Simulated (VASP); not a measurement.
# CuSb: single point with PBE+U

Crystal: CuSb.

```xyz
4
Lattice="5.3207 2.6373 2.6373 2.6373 5.3207 2.6373 2.6373 2.6373 5.3207" Properties=species:S:1:pos:R:3 pbc="T T T"
Cu    0.0000    0.0000    0.0000
Cu    5.2977    5.2977    5.2977
Sb    2.6488    2.6488    2.6488
Sb    7.9465    7.9465    7.9465
```

```
Program             : VASP 6.6.1
Task                : single point
Functional          : PBE
Potentials or basis : VASP PAW PBE potentials, release 64 (Cu, Sb)
Cutoff              : 600 eV
k mesh              : 6 × 6 × 6
Occupations         : fermi-dirac, width 0.0603 eV
Spin                : collinear spin
Starting moments    : [2.0, 2.0, 0.0, 0.0] μB
Hubbard terms       : Cu d U = 4.0 eV
```

* Pressure: 3.9 GPa
* Band gap on the k mesh: zero (filled and empty bands overlap)
* Net moment: 0.00 μB per cell
* Valence electrons inside the program's atomic spheres: Cu 10.09; Sb 2.41

Levels at points of the mesh, in eV from the Fermi level:
Spin up:
```tsv
k point	band 13	band 14	band 15	band 16	band 17	band 18	band 19	band 20
(0.00, 0.00, 0.00)	-3.53	1.81	1.81	2.01	2.48	2.48	4.76	5.14
(0.50, 0.00, 0.00)	-3.37	-3.37	-1.03	-1.03	0.04	0.04	2.98	2.98
(0.50, 0.50, 0.00)	-3.56	-3.08	-1.49	-1.33	0.74	2.56	2.60	4.57
(0.50, 0.50, 0.50)	-1.98	-1.98	2.04	2.04	2.04	2.04	5.60	5.60
```
Spin down:
```
           k point  band 12  band 13  band 14  band 15  band 16  band 17  band 18  band 19  band 20  band 21
(0.00, 0.00, 0.00)    -3.92    -3.53     1.81     1.81     2.01     2.48     2.48     4.76     5.14     5.14
(0.50, 0.00, 0.00)    -3.87    -3.37    -3.37    -1.03    -1.03     0.04     0.04     2.98     2.98     7.60
(0.50, 0.50, 0.00)    -3.84    -3.56    -3.08    -1.49    -1.33     0.74     2.56     2.60     4.57     4.91
(0.50, 0.50, 0.50)    -4.03    -1.98    -1.98     2.04     2.04     2.04     2.04     5.60     5.60     6.90
```

Eigenvalues of the final occupation matrices:
```csv
site,spin,trace,eigenvalues
site 1 d,1,4.67,0.91 0.91 0.95 0.95 0.95
site 1 d,2,4.67,0.91 0.91 0.95 0.95 0.95
site 2 d,1,4.67,0.91 0.91 0.95 0.95 0.95
site 2 d,2,4.67,0.91 0.91 0.95 0.95 0.95
```

It took 12 min on 1 thread of Intel Xeon 8259CL, on a shared host, peak memory 0.56 GiB.

Caveat: the cell stands under pressure; spin-orbit coupling is left out, which moves the levels of the heavy elements; the U is typed as a test and isn't derived for this compound.
